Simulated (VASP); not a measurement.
**Na: single point with PBEsol**

Na:

```
Na
1.0
    -2.08434    2.08434    2.08434
     2.08434   -2.08434    2.08434
     2.08434    2.08434   -2.08434
Na
1
Cartesian
  0.0000 0.0000 0.0000
```

```
Program             : VASP 6.6.1
Task                : single point
Functional          : PBEsol
Potentials or basis : VASP PAW PBE potentials, release 64 (Na_pv)
Cutoff              : 500 eV
k mesh              : 7 × 7 × 7
Occupations         : fermi-dirac, width 0.05 eV
Spin                : no spin polarisation
```

| Item | Value |
| --- | --- |
| Pressure | 0.0 GPa |
| Band gap on the k mesh | zero (an odd number of electrons rules out a gap without spin polarisation) |

Levels at points of the mesh, in eV from the Fermi level:
```tsv
k point	band 1	band 2	band 3	band 4	band 5	band 6	band 7	band 8
(0.00, 0.00, 0.00)	-24.71	-24.71	-24.71	-3.27	11.94	11.94	11.94	12.96
```

Run time: 9.3 s on 1 thread of Intel Xeon 8259CL, on a shared host, peak memory 0.15 GiB.

Caveat: the PAW data sets were made with another functional, which shifts forces and pressure a little.
